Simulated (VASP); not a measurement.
Runs of VASP 6.6.1 on Sn. The structure is that of space group I4_1/amd (No. 141), or close to it. The cells are those of the table. 

| task | cell | gap on the mesh (eV) | pressure (GPa) |
| --- | --- | --- | --- |
| electric field gradients | a = 4.403 Å, angles 97.1, 97.1, 139.0°, 2 atoms | none | -0.1 |
| electric field gradients | a = 4.506 Å, angles 97.4, 97.4, 137.8°, 2 atoms | none | -4.4 |
| single point | a = 4.437 Å, angles 97.8, 97.8, 136.7°, 2 atoms | none | (b) |
| electric field gradients | a = 4.408 Å, angles 97.2, 97.2, 138.6°, 2 atoms | none | (a) |
| electric field gradients | a = 4.431 Å, angles 97.7, 97.7, 137.0°, 2 atoms | none | -2.7 |

Alike in all rows: level LDA; potentials or basis VASP PAW LDA potentials, release 64 (Sn_d); no spin polarisation; k mesh 15 × 15 × 15; cutoff (eV) 520; smearing fermi-dirac 0.05 eV.

Task: Estimate the missing entries.

Result: (a) -0.7; (b) -3.1.

Caveats: spin-orbit coupling is left out, which moves the levels of the heavy elements.

A k mesh can miss the band edges, and the runs leave out spin-orbit coupling on Sn.

A gap of «none» marks levels without a gap at the run's occupations.
